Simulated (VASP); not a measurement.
Crystal: AlN.

```
CELL_PARAMETERS angstrom
0.00000 2.20159 2.20159
2.20159 0.00000 2.20159
2.20159 2.20159 0.00000
ATOMIC_POSITIONS crystal
Al 0.00000 0.00000 0.00000
N 0.75000 0.75000 0.75000
```

| Quantity | Value |
| --- | --- |
| Program | VASP 6.6.1 |
| Task | relaxation of cell and atoms |
| Functional | r2SCAN |
| Potentials or basis | VASP PAW PBE potentials, release 64 (Al, N) |
| Cutoff | 600 eV |
| k mesh | 10 × 10 × 10 |
| Occupations | fermi-dirac, width 0.02 eV |
| Spin | no spin polarisation |

At the start: pressure -4.9 GPa; volume 10.67 Å³/atom.

Task: Where does the relaxation end?

Result: Over 4 steps the energy falls by 4.0 meV/atom and the volume is 10.41 Å³/atom (-2.4 %); space group F-43m (No. 216, to 0.1 Å) before and after.

The path:
```csv
step,energy change (eV),largest force (eV/Å),pressure (GPa),volume (Å³)
1,0.0000,0.0000,-4.94,21.34
2,-0.0001,0.0000,5.24,20.34
3,-0.0080,0.0000,-0.08,20.83
4,-0.0080,0.0000,0.02,20.82
```

Final structure:
```cif
data_structure
_symmetry_space_group_name_H-M 'P 1'
_symmetry_Int_Tables_number 1
_cell_length_a 3.0881
_cell_length_b 3.0881
_cell_length_c 3.0881
_cell_angle_alpha 60.000
_cell_angle_beta 60.000
_cell_angle_gamma 60.000
_cell_volume 20.82
loop_
_atom_site_label
_atom_site_type_symbol
_atom_site_fract_x
_atom_site_fract_y
_atom_site_fract_z
_atom_site_occupancy
Al1 Al 0.00000 0.00000 0.00000 1
N1 N 0.75000 0.75000 0.75000 1
```

Caveat: the PAW data sets were made with another functional, which shifts forces and pressure a little.
